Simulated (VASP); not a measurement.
# BaTiO3 (R3m) in VASP: single point with PBE

Aim: the single point of BaTiO3 with PBE.

All numbers are computed with VASP 6.6.1; they aren't measurements. Logs are shortened: lines on timing, memory, paths and dates and some standing lists are left out, and cuts for length are marked.

**1. The cell of the first run**

Symmetry: R3m, No. 160, trigonal system. The conventional cell has a = 5.727 Å, b = 5.727 Å, c = 7.068 Å, α = 90.00°, β = 90.00°, γ = 120.00°. Within 3.7 Å of Ba (site symmetry 3m) lie 12 O at 2.78 to 2.98 Å and 8 Ti at 3.44 to 3.63 Å. Ti (site symmetry 3m) has 6 O at 1.87 to 2.21 Å within 2.5 Å. O (site symmetry m) has 2 Ti at 1.87 to 2.21 Å within 2.5 Å.

**2. Single point, PBE**

File INCAR:

```
SYSTEM = BaTiO3
PREC = Accurate
ENCUT = 520
EDIFF = 1E-6
ISMEAR = 0
SIGMA = 0.05
LREAL = .FALSE.
LASPH = .TRUE.
NELM = 60
ALGO = Normal
ISIF = 2
LWAVE = .FALSE.
LCHARG = .TRUE.
GGA = PE
LELF = .TRUE.
LVHAR = .TRUE.
NBANDS = 28
```

File KPOINTS:

```
regular mesh
0
G
  6 6 6
  0 0 0
```

File POSCAR:

```
BaTiO3
1.0
    4.0601545884     -0.0103186769      0.0103161633
   -0.0103186769      4.0602486867     -0.0103260190
    0.0103162902     -0.0103261460      4.0601995547
Ba Ti O
1 1 3
Direct
   -0.0095135619      0.0094977955     -0.0095075993
    0.4766577633      0.5233583133      0.4766478169
    0.5073325610      0.4926660321      0.0181900405
    0.5073332754     -0.0181851374      0.5073335409
    0.0181899618      0.4926629965      0.5073362010
```

Potentials or basis: VASP PAW PBE potentials, release 64 (Ba_sv, Ti_sv, O).

Run with:

```console
$ cat potpaw_PBE.64/Ba_sv/POTCAR potpaw_PBE.64/Ti_sv/POTCAR potpaw_PBE.64/O/POTCAR > POTCAR
$ mpirun -np 1 vasp_std > vasp.out
```

OUTCAR:

```text
SYSTEM = BaTiO3
   PREC = Accurate
   ENCUT = 520
   EDIFF = 1E-6
   ISMEAR = 0
   LREAL = .FALSE.
   LASPH = .TRUE.
   NELM = 60
   ISIF = 2
   GGA = PE

 ion  position               nearest neighbor table
   1  0.990  0.009  0.990-   4 2.78   3 2.78   5 2.78   3 2.87   4 2.87   5 2.87   4 2.87   5 2.87
                             3 2.87   3 2.98   4 2.98   5 2.98   2 3.44   2 3.48   2 3.48   2 3.48
   2  0.477  0.523  0.477-   3 1.87   4 1.87   5 1.87   5 2.21   3 2.21   4 2.21   1 3.44   1 3.48
                             1 3.48   1 3.48   1 3.54   1 3.54   1 3.54   1 3.63
   3  0.507  0.493  0.018-   2 1.87   2 2.21   1 2.78   1 2.87   1 2.87   1 2.98
   4  0.507  0.982  0.507-   2 1.87   2 2.21   1 2.78   1 2.87   1 2.87   1 2.98
   5  0.018  0.493  0.507-   2 1.87   2 2.21   1 2.78   1 2.87   1 2.87   1 2.98

  LATTYP: Found a base centered monoclinic cell.
 ALAT       =     9.9200983462
 B/A-ratio  =     0.5773552370
 C/A-ratio  =     0.4092883623
 COS(beta)  =    -0.8144112041

  Lattice vectors:

 A1 = (  -4.0498382982,  -0.0000074691,   4.0498833914)
 A2 = (  -4.0498359115,  -4.0499300098,   0.0000098557)
 A3 = (   4.0601545884,  -0.0103186769,   0.0103161633)

Analysis of symmetry for initial positions (statically):
=====================================================================
 Subroutine PRICEL returns:
 Original cell was already a primitive cell.

 Routine SETGRP: Setting up the symmetry group for a
 base centered monoclinic supercell.

 Subroutine GETGRP returns: Found  1 space group operations
 (whereof  1 operations were pure point group operations)
 out of a pool of  4 trial point group operations.

The static configuration has the point symmetry C_1 .

Analysis of symmetry for dynamics (positions and initial velocities):
=====================================================================
 Subroutine PRICEL returns:
 Original cell was already a primitive cell.

 Routine SETGRP: Setting up the symmetry group for a
 base centered monoclinic supercell.

 Subroutine GETGRP returns: Found  1 space group operations
 (whereof  1 operations were pure point group operations)
 out of a pool of  4 trial point group operations.

The dynamic configuration has the point symmetry C_1 .

 Subroutine INISYM returns: Found  1 space group operations
 (whereof  1 operations are pure point group operations),
 and found     1 'primitive' translations

----------------------------------------------------------------------------------------

                                     Primitive cell

  volume of cell :      66.9321

  direct lattice vectors                    reciprocal lattice vectors
     4.060154588 -0.010318677  0.010316163     0.246299214  0.000624355 -0.000624217
    -0.010318677  4.060248687 -0.010326019     0.000624355  0.246293508  0.000624802
     0.010316290 -0.010326146  4.060199555    -0.000624210  0.000624795  0.246296488

  length of vectors
     4.060180806  4.060274929  4.060225792     0.246300796  0.246295092  0.246298072

  position of ions in fractional coordinates (direct lattice)
     0.990486438  0.009497796  0.990492401
     0.476657763  0.523358313  0.476647817
     0.507332561  0.492666032  0.018190041
     0.507333275  0.981814863  0.507333541
     0.018189962  0.492662997  0.507336201

  ion indices of the primitive-cell ions
   primitive index   ion index
                 1           1
                 2           2
                 3           3
                 4           4
                 5           5

----------------------------------------------------------------------------------------

 KPOINTS: regular mesh

Automatic generation of k-mesh.
 Grid dimensions read from file:
 generate k-points for:    6    6    6

 Generating k-lattice:

  Cartesian coordinates                     Fractional coordinates (reciprocal lattice)
     0.041049869  0.000104059 -0.000104036     0.166666667 -0.000000000  0.000000000
     0.000104059  0.041048918  0.000104134    -0.000000000  0.166666667 -0.000000000
    -0.000104035  0.000104132  0.041049415     0.000000000  0.000000000  0.166666667

  Length of vectors
     0.041050133  0.041049182  0.041049679

  Shift w.r.t. Gamma in fractional coordinates (k-lattice)
     0.000000000  0.000000000  0.000000000

 Subroutine IBZKPT returns following result:
 ===========================================

 Found    112 irreducible k-points:

 Following reciprocal coordinates:
            Coordinates               Weight
  0.000000  0.000000  0.000000      1.000000
  0.166667 -0.000000 -0.000000      2.000000
  0.333333 -0.000000 -0.000000      2.000000
  0.500000 -0.000000 -0.000000      1.000000
  0.000000  0.166667 -0.000000      2.000000
 -0.000000  0.000000  0.166667      2.000000
[... 16 lines left out ...]
  0.500000  0.333333 -0.000000      2.000000
  0.500000  0.000000  0.333333      2.000000
 [... further k-points ...]
   k-points           NKPTS =    112   k-points in BZ     NKDIM =    112   number of bands    NBANDS=     28
   number of dos      NEDOS =    301   number of ions     NIONS =      5
   total plane-waves  NPLWV =  27000
   dimension x,y,z NGX =    30 NGY =   30 NGZ =   30
   dimension x,y,z NGXF=    60 NGYF=   60 NGZF=   60
   ions per type =               1   1   3
   NGX,Y,Z   is equivalent  to a cutoff of  12.28, 12.28, 12.28 a.u.
   NGXF,Y,Z  is equivalent  to a cutoff of  24.57, 24.57, 24.57 a.u.
 SYSTEM =  BaTiO3
   PREC   = accura    normal or accurate (medium, high low for compatibility)
   ISTART =      0    job   : 0-new  1-cont  2-samecut
   ICHARG =      2    charge: 1-file 2-atom 10-const
   ISPIN  =      1    spin polarized calculation?
   LNONCOLLINEAR =      F non collinear calculations
   LSORBIT =      F    spin-orbit coupling
   LASPH  =      T    aspherical Exc in radial PAW
   ENCUT  =  520.0 eV  38.22 Ry    6.18 a.u.   7.55  7.55  7.55*2*pi/ulx,y,z
   NELM   =     60;   NELMIN=  2; NELMDL= -5     # of ELM steps
   EDIFF  = 0.1E-05   stopping-criterion for ELM
   LREAL  =      F    real-space projection
   EDIFFG = 0.1E-04   stopping-criterion for IOM
   NSW    =      0    number of steps for IOM
   IBRION =     -1    ionic relax: 0-MD 1-quasi-New 2-CG
   NFREE  =      0    steps in history (QN), initial steepest desc. (CG)
   ISIF   =      2    stress and relaxation
   ISYM   =      2    0-nonsym 1-usesym 2-fastsym
   POTIM  = 0.5000    time-step for ionic-motion
   TEBEG  =    0.0;   TEEND  =   0.0 temperature during run
   PSTRESS=    0.0 pullay stress
   NELECT =      40.0000    total number of electrons
   NUPDOWN=      -1.0000    fix difference up-down
   EMIN   =  10.00;   EMAX   =-10.00  energy-range for DOS
   EFERMI =   0.00;   METHOD = LEGACY
   ISMEAR =     0;   SIGMA  =   0.05  broadening in eV -4-tet -1-fermi 0-gaus
   EFERMI_NEDOS =   21; number of points for ismear=-14 and -15
   IALGO  =     38    algorithm
   IMIX   =      4    mixing-type and parameters
     AMIX     =   0.40;   BMIX     =  1.00
     AMIX_MAG =   1.60;   BMIX_MAG =  1.00
  volume/ion in A,a.u.               =      13.39        90.34
  Fermi-wavevector in a.u.,A,eV,Ry     =   1.378955  2.605847 25.871709  1.901517
  Thomas-Fermi vector in A             =   2.503969
   LORBIT       =      0    0 simple, 1 ext, 2 COOP (PROOUT), +10 PAW based schemes
   GGA     = PE    functional components
   LHFCALC =     F    Hartree Fock is set to
   AEXX    =    0.0000 exact exchange contribution
   IVDW    =     0    specifies the selected vdW correction
   LEPSILON=     F    determine dielectric tensor
   LRPA    =     F    only Hartree local field effects (RPA)
 non-spin polarized calculation
 Gauss-broadening in eV      SIGMA  =   0.05
  energy-cutoff  :      520.00
  volume of cell :       66.93
 maximum number of plane-waves:      1832
   NGX = 15   NGY = 15   NGZ = 15

 number of electron      40.0000003 magnetization

 Free energy of the ion-electron system (eV)
  ---------------------------------------------------
  ext. energy  EPLUGINS =         0.00000000
  ---------------------------------------------------
  free energy    TOTEN  =       -40.05488459 eV

  energy without entropy =      -40.05488459  energy(sigma->0) =      -40.05488459

 E-fermi :   3.7169     XC(G=0): -11.0059

 val. band max:        3.4265347404   @ k =   0.5000   0.5000   0.5000
 cond. band min:       6.0116565376   @ k =   0.0000   0.0000   0.0000
 fundamental gap:      2.5851217972
 Fermi energy:         3.7169024666

 k-point     1 :       0.0000    0.0000    0.0000
  band No.  band energies     occupation
      1     -52.8644      2.00000
      2     -29.1204      2.00000
      3     -29.1180      2.00000
      4     -29.1180      2.00000
      5     -21.4718      2.00000
      6     -13.2796      2.00000
[... 20 lines left out ...]
     27       8.4913      0.00000
     28      10.3364      0.00000

 k-point     2 :       0.1667   -0.0000   -0.0000
  band No.  band energies     occupation
      1     -52.8642      2.00000
      2     -29.1299      2.00000
      3     -29.1190      2.00000
      4     -29.1176      2.00000
      5     -21.4487      2.00000
      6     -13.2897      2.00000
[... 20 lines left out ...]
     27       8.9802      0.00000
     28      10.9762      0.00000

 k-point     3 :       0.3333   -0.0000   -0.0000
  band No.  band energies     occupation
      1     -52.8638      2.00000
      2     -29.1514      2.00000
      3     -29.1183      2.00000
      4     -29.1168      2.00000
      5     -21.4017      2.00000
      6     -13.3766      2.00000
[... 20 lines left out ...]
     27      10.1146      0.00000
     28      11.6100      0.00000

 k-point     4 :       0.5000   -0.0000   -0.0000
  band No.  band energies     occupation
      1     -52.8636      2.00000
      2     -29.1622      2.00000
      3     -29.1179      2.00000
      4     -29.1164      2.00000
      5     -21.3778      2.00000
      6     -13.4405      2.00000
[... 578 lines left out ...]
     27      11.5280      0.00000
     28      11.9679      0.00000

 k-point    23 :       0.5000    0.3333   -0.0000
  band No.  band energies     occupation
      1     -52.8630      2.00000
      2     -29.1601      2.00000
      3     -29.1488      2.00000
      4     -29.1159      2.00000
      5     -21.3314      2.00000
      6     -13.0745      2.00000
[... 20 lines left out ...]
     27      11.3654      0.00000
     28      12.5593      0.00000

 k-point    24 :       0.5000    0.0000    0.3333
  band No.  band energies     occupation
      1     -52.8630      2.00000
      2     -29.1601      2.00000
      3     -29.1488      2.00000
      4     -29.1159      2.00000
      5     -21.3314      2.00000
      6     -13.0744      2.00000
[... 20 lines left out ...]
     27      11.3654      0.00000
     28      12.5629      0.00000

 [... further k-points ...]

------------------------ aborting loop because EDIFF is reached ----------------------------------------

  FORCE on cell =-STRESS in cart. coord.  units (eV):
  Direction    XX          YY          ZZ          XY          YZ          ZX
  --------------------------------------------------------------------------------------
  -------------------------------------------------------------------------------------
  Total        0.6589102      0.6580958      0.6588262      0.0055932      0.0056639     -0.0055994
  in kB       15.7725752     15.7530817     15.7705665      0.1338875      0.1355779     -0.1340360
  external PRESSURE =      15.7654078 kB  Pullay stress =       0.0000000 kB

 VOLUME and BASIS-vectors are now :
 -----------------------------------------------------------------------------
  energy-cutoff  :      520.00
  volume of cell :       66.93
      direct lattice vectors                 reciprocal lattice vectors
     4.060154588 -0.010318677  0.010316163     0.246299214  0.000624355 -0.000624217
    -0.010318677  4.060248687 -0.010326019     0.000624355  0.246293508  0.000624802
     0.010316290 -0.010326146  4.060199555    -0.000624210  0.000624795  0.246296488

 POSITION                                       TOTAL-FORCE (eV/Angst)
 -----------------------------------------------------------------------------------
      4.03165      0.01811      4.03172         0.034225     -0.033620      0.033955
      1.93482      2.11512      1.93480         0.044693     -0.045088      0.044946
      2.05495      1.99492      0.07400        -0.008469      0.008661     -0.061735
      2.05495      3.97594      2.05497        -0.008536      0.061359     -0.008602
      0.07400      1.99491      2.05499        -0.061913      0.008687     -0.008565
 -----------------------------------------------------------------------------------
    total drift:                                0.000342     -0.000321      0.000328

  FREE ENERGIE OF THE ION-ELECTRON SYSTEM (eV)
  ---------------------------------------------------
  free  energy   TOTEN  =       -40.0548845909 eV

  energy  without entropy=      -40.0548845909  energy(sigma->0) =      -40.05488459
```

Run time: 4 min. Hardware: 1 thread of AMD EPYC 7R13, shared host; peak memory 0.3 GiB.

What came out:

```yaml
Free_energy: -40.0549 eV
Pressure: 1.6 GPa
Largest_force: 0.078 eV/Å
Band_gap_on_the_k_mesh: 2.59 eV (least direct gap 3.13 eV)
```

Forces on the atoms (eV/Å):
```
Ba   0.034 -0.034  0.034
Ti   0.045 -0.045  0.045
O   -0.008  0.009 -0.062
O   -0.009  0.061 -0.009
O   -0.062  0.009 -0.009
```

Caveat: spin-orbit coupling is left out, which moves the levels of the heavy elements.
